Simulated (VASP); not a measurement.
# K2BrCl (R-3m) in VASP: single point with LDA

Aim: the single point of K2BrCl with LDA.

Program: VASP 6.6.1. These are calculated values, not measurements. Logs are shortened: lines on timing, memory, paths and dates and some standing lists are left out, and cuts for length are marked.

## Step 1: The cell of the first run

It takes space group R-3m (No. 166, trigonal). Conventional cell: a = 4.561 Å, b = 4.561 Å, c = 22.399 Å, α = 90.00°, β = 90.00°, γ = 120.00°. Within 4.2 Å of K (site symmetry 3m) lie 3 Cl at 3.18 Å and 3 Br at 3.28 Å. Br (site symmetry -3m) has 6 K at 3.28 Å within 4.3 Å. Cl (site symmetry -3m) has 6 K at 3.18 Å within 4.2 Å.

## Step 2: Single point, LDA

The input, INCAR:

```
SYSTEM = K2BrCl
PREC = Accurate
ENCUT = 520
EDIFF = 1E-7
ISMEAR = 0
SIGMA = 0.1
LREAL = .FALSE.
LASPH = .TRUE.
NELM = 100
ALGO = Normal
ISIF = 2
LWAVE = .FALSE.
LCHARG = .TRUE.
GGA = CA
LELF = .TRUE.
LVHAR = .TRUE.
NBANDS = 24
```

The input, KPOINTS:

```
Automatic mesh
0
G
  6 6 6
  0 0 0
```

The input, POSCAR:

```
K2BrCl
1.0
    2.2806333920      1.3167243028      7.4664346505
   -2.2806333920      1.3167243028      7.4664346505
    0.0000000000     -2.6334486056      7.4664346505
K Br Cl
2 1 1
Direct
    0.7461906900      0.7461906900      0.7461906900
    0.2538093100      0.2538093100      0.2538093100
    0.5000000000      0.5000000000      0.5000000000
    0.0000000000      0.0000000000      0.0000000000
```

Potentials or basis: VASP PAW LDA potentials, release 64 (K_sv, Br, Cl).

The run is started by

```
cat potpaw_LDA.64/K_sv/POTCAR potpaw_LDA.64/Br/POTCAR potpaw_LDA.64/Cl/POTCAR > POTCAR
mpirun -np 1 vasp_std > vasp.out
```

OUTCAR:

```text
SYSTEM = K2BrCl
   PREC = Accurate
   ENCUT = 520
   EDIFF = 1E-7
   ISMEAR = 0
   LREAL = .FALSE.
   LASPH = .TRUE.
   NELM = 100
   ISIF = 2
   GGA = CA

 ion  position               nearest neighbor table
   1  0.746  0.746  0.746-   4 3.18   4 3.18   4 3.18   3 3.28   3 3.28   3 3.28
   2  0.254  0.254  0.254-   4 3.18   4 3.18   4 3.18   3 3.28   3 3.28   3 3.28
   3  0.500  0.500  0.500-   2 3.28   2 3.28   1 3.28   1 3.28   2 3.28   1 3.28
   4  0.000  0.000  0.000-   1 3.18   1 3.18   2 3.18   2 3.18   1 3.18   2 3.18

  LATTYP: Found a trigonal (rhomboedric) cell.
 ALAT       =     7.9172405514
 COS(alpha) =     0.8340438801

  Lattice vectors:

 A1 = (   2.2806333920,   1.3167243028,   7.4664346505)
 A2 = (  -2.2806333920,   1.3167243028,   7.4664346505)
 A3 = (   0.0000000000,  -2.6334486056,   7.4664346505)

Analysis of symmetry for initial positions (statically):
=====================================================================
 Subroutine PRICEL returns:
 Original cell was already a primitive cell.

 Routine SETGRP: Setting up the symmetry group for a
 trigonal (rhombohedral) supercell.

 Subroutine GETGRP returns: Found 12 space group operations
 (whereof 12 operations were pure point group operations)
 out of a pool of 12 trial point group operations.

The static configuration has the point symmetry D_3d.

Analysis of symmetry for dynamics (positions and initial velocities):
=====================================================================
 Subroutine PRICEL returns:
 Original cell was already a primitive cell.

 Routine SETGRP: Setting up the symmetry group for a
 trigonal (rhombohedral) supercell.

 Subroutine GETGRP returns: Found 12 space group operations
 (whereof 12 operations were pure point group operations)
 out of a pool of 12 trial point group operations.

The dynamic configuration has the point symmetry D_3d.

 Subroutine INISYM returns: Found 12 space group operations
 (whereof 12 operations are pure point group operations),
 and found     1 'primitive' translations

----------------------------------------------------------------------------------------

                                     Primitive cell

  volume of cell :     134.5287

  direct lattice vectors                    reciprocal lattice vectors
     2.280633392  1.316724303  7.466434651     0.219237341  0.126576738  0.044644244
    -2.280633392  1.316724303  7.466434651    -0.219237341  0.126576738  0.044644244
     0.000000000 -2.633448606  7.466434651     0.000000000 -0.253153475  0.044644244

  length of vectors
     7.917240551  7.917240551  7.917240551     0.257059897  0.257059897  0.257059897

  position of ions in fractional coordinates (direct lattice)
     0.746190690  0.746190690  0.746190690
     0.253809310  0.253809310  0.253809310
     0.500000000  0.500000000  0.500000000
     0.000000000  0.000000000  0.000000000

  ion indices of the primitive-cell ions
   primitive index   ion index
                 1           1
                 2           2
                 3           3
                 4           4

----------------------------------------------------------------------------------------

 KPOINTS: Automatic mesh

Automatic generation of k-mesh.
 Grid dimensions read from file:
 generate k-points for:    6    6    6

 Generating k-lattice:

  Cartesian coordinates                     Fractional coordinates (reciprocal lattice)
     0.036539557  0.021096123  0.007440707     0.166666667  0.000000000  0.000000000
    -0.036539557  0.021096123  0.007440707     0.000000000  0.166666667  0.000000000
     0.000000000 -0.042192246  0.007440707     0.000000000  0.000000000  0.166666667

  Length of vectors
     0.042843316  0.042843316  0.042843316

  Shift w.r.t. Gamma in fractional coordinates (k-lattice)
     0.000000000  0.000000000  0.000000000

 Subroutine IBZKPT returns following result:
 ===========================================

 Found     32 irreducible k-points:

 Following reciprocal coordinates:
            Coordinates               Weight
  0.000000  0.000000  0.000000      1.000000
  0.166667  0.000000 -0.000000      6.000000
  0.333333  0.000000  0.000000      6.000000
  0.500000  0.000000  0.000000      3.000000
  0.166667  0.166667 -0.000000      6.000000
  0.333333  0.166667  0.000000     12.000000
[... 16 lines left out ...]
  0.500000  0.500000  0.166667      6.000000
 -0.333333  0.500000  0.166667     12.000000
 [... further k-points ...]
   k-points           NKPTS =     32   k-points in BZ     NKDIM =     32   number of bands    NBANDS=     24
   number of dos      NEDOS =    301   number of ions     NIONS =      4
   total plane-waves  NPLWV = 216000
   dimension x,y,z NGX =    60 NGY =   60 NGZ =   60
   dimension x,y,z NGXF=   120 NGYF=  120 NGZF=  120
   ions per type =               2   1   1
   NGX,Y,Z   is equivalent  to a cutoff of  12.60, 12.60, 12.60 a.u.
   NGXF,Y,Z  is equivalent  to a cutoff of  25.20, 25.20, 25.20 a.u.
 SYSTEM =  K2BrCl
   PREC   = accura    normal or accurate (medium, high low for compatibility)
   ISTART =      0    job   : 0-new  1-cont  2-samecut
   ICHARG =      2    charge: 1-file 2-atom 10-const
   ISPIN  =      1    spin polarized calculation?
   LNONCOLLINEAR =      F non collinear calculations
   LSORBIT =      F    spin-orbit coupling
   LASPH  =      T    aspherical Exc in radial PAW
   ENCUT  =  520.0 eV  38.22 Ry    6.18 a.u.  14.72 14.72 14.72*2*pi/ulx,y,z
   NELM   =    100;   NELMIN=  2; NELMDL= -5     # of ELM steps
   EDIFF  = 0.1E-06   stopping-criterion for ELM
   LREAL  =      F    real-space projection
   EDIFFG = 0.1E-05   stopping-criterion for IOM
   NSW    =      0    number of steps for IOM
   IBRION =     -1    ionic relax: 0-MD 1-quasi-New 2-CG
   NFREE  =      0    steps in history (QN), initial steepest desc. (CG)
   ISIF   =      2    stress and relaxation
   ISYM   =      2    0-nonsym 1-usesym 2-fastsym
   POTIM  = 0.5000    time-step for ionic-motion
   TEBEG  =    0.0;   TEEND  =   0.0 temperature during run
   PSTRESS=    0.0 pullay stress
   NELECT =      32.0000    total number of electrons
   NUPDOWN=      -1.0000    fix difference up-down
   EMIN   =  10.00;   EMAX   =-10.00  energy-range for DOS
   EFERMI =   0.00;   METHOD = LEGACY
   ISMEAR =     0;   SIGMA  =   0.10  broadening in eV -4-tet -1-fermi 0-gaus
   EFERMI_NEDOS =   21; number of points for ismear=-14 and -15
   IALGO  =     38    algorithm
   IMIX   =      4    mixing-type and parameters
     AMIX     =   0.40;   BMIX     =  1.00
     AMIX_MAG =   1.60;   BMIX_MAG =  1.00
  volume/ion in A,a.u.               =      33.63       226.96
  Fermi-wavevector in a.u.,A,eV,Ry     =   1.014347  1.916838 13.999032  1.028900
  Thomas-Fermi vector in A             =   2.147569
   LORBIT       =      0    0 simple, 1 ext, 2 COOP (PROOUT), +10 PAW based schemes
   GGA     = CA    functional components
   LHFCALC =     F    Hartree Fock is set to
   AEXX    =    0.0000 exact exchange contribution
   IVDW    =     0    specifies the selected vdW correction
   LEPSILON=     F    determine dielectric tensor
   LRPA    =     F    only Hartree local field effects (RPA)
 non-spin polarized calculation
 Gauss-broadening in eV      SIGMA  =   0.10
  energy-cutoff  :      520.00
  volume of cell :      134.53
 maximum number of plane-waves:      3661
   NGX = 29   NGY = 29   NGZ = 29

 number of electron      31.9999999 magnetization

 Free energy of the ion-electron system (eV)
  ---------------------------------------------------
  ext. energy  EPLUGINS =         0.00000000
  ---------------------------------------------------
  free energy    TOTEN  =       -14.14799627 eV

  energy without entropy =      -14.14799627  energy(sigma->0) =      -14.14799627

 E-fermi :  -1.3916     XC(G=0):  -7.9805

 val. band max:       -1.8236795580   @ k =   0.0000   0.0000   0.0000
 cond. band min:       2.3519229127   @ k =   0.0000   0.0000   0.0000
 fundamental gap:      4.1756024707
 Fermi energy:        -1.3916117145

 k-point     1 :       0.0000    0.0000    0.0000
  band No.  band energies     occupation
      1     -29.1554      2.00000
      2     -29.1465      2.00000
      3     -14.3847      2.00000
      4     -14.1554      2.00000
      5     -12.8704      2.00000
      6     -12.8704      2.00000
[... 16 lines left out ...]
     23       6.5985      0.00000
     24       6.5985      0.00000

 k-point     2 :       0.1667    0.0000   -0.0000
  band No.  band energies     occupation
      1     -29.1534      2.00000
      2     -29.1458      2.00000
      3     -14.3527      2.00000
      4     -14.1744      2.00000
      5     -12.9009      2.00000
      6     -12.8769      2.00000
[... 16 lines left out ...]
     23       6.7963      0.00000
     24       7.0184      0.00000

 k-point     3 :       0.3333    0.0000    0.0000
  band No.  band energies     occupation
      1     -29.1491      2.00000
      2     -29.1447      2.00000
      3     -14.3324      2.00000
      4     -14.1514      2.00000
      5     -12.9510      2.00000
      6     -12.8897      2.00000
[... 16 lines left out ...]
     23       7.2229      0.00000
     24       7.2372      0.00000

 k-point     4 :       0.5000    0.0000    0.0000
  band No.  band energies     occupation
      1     -29.1460      2.00000
      2     -29.1450      2.00000
      3     -14.3251      2.00000
      4     -14.1379      2.00000
      5     -12.9291      2.00000
      6     -12.9065      2.00000
[... 16 lines left out ...]
     23       7.6145      0.00000
     24       7.7795      0.00000

 k-point     5 :       0.1667    0.1667   -0.0000
  band No.  band energies     occupation
      1     -29.1533      2.00000
      2     -29.1459      2.00000
      3     -14.3500      2.00000
      4     -14.1786      2.00000
      5     -12.8939      2.00000
      6     -12.8807      2.00000
[... 451 lines left out ...]
 k-point    22 :      -0.1667    0.3333    0.1667
  band No.  band energies     occupation
      1     -29.1469      2.00000
      2     -29.1441      2.00000
      3     -14.3455      2.00000
      4     -14.1056      2.00000
      5     -12.9676      2.00000
      6     -12.9302      2.00000
[... 16 lines left out ...]
     23       7.2470      0.00000
     24       7.4416      0.00000

 k-point    23 :       0.5000    0.5000    0.1667
  band No.  band energies     occupation
      1     -29.1483      2.00000
      2     -29.1455      2.00000
      3     -14.3581      2.00000
      4     -14.1202      2.00000
      5     -12.9149      2.00000
      6     -12.9021      2.00000
[... 16 lines left out ...]
     23       7.4832      0.00000
     24       7.4886      0.00000

 k-point    24 :      -0.3333    0.5000    0.1667
  band No.  band energies     occupation
      1     -29.1463      2.00000
      2     -29.1447      2.00000
      3     -14.3434      2.00000
      4     -14.1130      2.00000
      5     -12.9457      2.00000
      6     -12.9010      2.00000
[... 16 lines left out ...]
     23       7.6454      0.00000
     24       7.8442      0.00000

 [... further k-points ...]
[... 5 lines left out ...]
  --------------------------------------------------------------------------------------
  -------------------------------------------------------------------------------------
  Total       -1.5187378     -1.5187378     -1.5180231      0.0000000      0.0000000      0.0000000
  in kB      -18.0874995    -18.0874995    -18.0789879      0.0000000      0.0000000      0.0000000
  external PRESSURE =     -18.0846623 kB  Pullay stress =       0.0000000 kB

 VOLUME and BASIS-vectors are now :
 -----------------------------------------------------------------------------
  energy-cutoff  :      520.00
  volume of cell :      134.53
      direct lattice vectors                 reciprocal lattice vectors
     2.280633392  1.316724303  7.466434651     0.219237341  0.126576738  0.044644244
    -2.280633392  1.316724303  7.466434651    -0.219237341  0.126576738  0.044644244
     0.000000000 -2.633448606  7.466434651     0.000000000 -0.253153475  0.044644244

 POSITION                                       TOTAL-FORCE (eV/Angst)
 -----------------------------------------------------------------------------------
      0.00000      0.00000     16.71415        -0.000000     -0.000000     -0.006586
      0.00000      0.00000      5.68515        -0.000000      0.000000      0.006586
      0.00000      0.00000     11.19965         0.000000     -0.000000      0.000000
      0.00000      0.00000      0.00000        -0.000000     -0.000000      0.000000
 -----------------------------------------------------------------------------------
    total drift:                                0.000000     -0.000000      0.000000

  FREE ENERGIE OF THE ION-ELECTRON SYSTEM (eV)
  ---------------------------------------------------
  free  energy   TOTEN  =       -14.1479962677 eV

  energy  without entropy=      -14.1479962677  energy(sigma->0) =      -14.14799627
```

It took 2.4 min on 1 thread of Intel Xeon 6975P-C (Granite Rapids), shared host; peak memory 0.41 GiB.

Results:

| Property | Result |
| --- | --- |
| Free energy | -14.1480 eV |
| Pressure | -1.8 GPa |
| Largest force | 0.007 eV/Å |
| Band gap on the k mesh | 4.18 eV |

Forces in eV/Å, atoms in the order of the input:
```
K    0.000  0.000 -0.007
K    0.000  0.000  0.007
Br   0.000  0.000  0.000
Cl   0.000  0.000  0.000
```

Levels at points of the mesh, in eV from the valence-band top:
```tsv
k point	band 14	band 15	band 16	band 17	band 18	band 19
(0.00, 0.00, 0.00)	-0.18	0.00	0.00	4.18	6.49	7.52
(0.50, 0.00, 0.00)	-0.76	-0.46	-0.22	6.46	6.52	7.10
(0.50, 0.50, 0.00)	-0.58	-0.35	-0.22	5.67	6.49	7.18
(0.50, 0.50, 0.50)	-0.67	-0.05	-0.05	5.44	5.50	7.08
```

A k mesh can miss the band edges.
